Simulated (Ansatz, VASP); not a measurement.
# NbAs in VASP and in Ansatz

```
CELL_PARAMETERS angstrom
3.64198 0.00000 0.00000
-1.82099 3.15405 0.00000
0.00000 0.00000 7.10171
ATOMIC_POSITIONS crystal
Nb 0.66667 0.33333 0.21175
Nb 0.00000 0.00000 0.61169
As 0.00000 0.00000 0.97871
As 0.33333 0.66667 0.42503
```

Alike in both runs: functional PBE; k mesh 12 × 12 × 8; occupations gaussian, width 0.1 eV; no spin polarisation.

Ansatz relaxed the structure, and its values are those at the end. VASP's run is a single point on that final structure, the one shown.

```csv
,VASP,Ansatz
version,VASP 6.6.1,Ansatz 0.2.0
potentials or method,"VASP PAW PBE potentials, release 64 (Nb_sv, As), cutoff 520 eV","scalar-relativistic, plane waves, PAW"
valence electrons in the cell,36,56
```

|  | VASP | Ansatz | Ansatz less VASP |
| --- | --- | --- | --- |
| gap on the k mesh at the Fermi level (eV) | none | none | - |
| pressure (GPa) | 0.0 | 0.0 | -0.06 |
| rms of the force components (eV/Å) | 0.005 | 0.003 | -0.0018 |

A gap of «none» marks a metal or a gap that the smearing closes. VASP's potentials hold 36 valence electrons a cell and Ansatz's 56, so a difference there can come from the potentials and not from the codes.
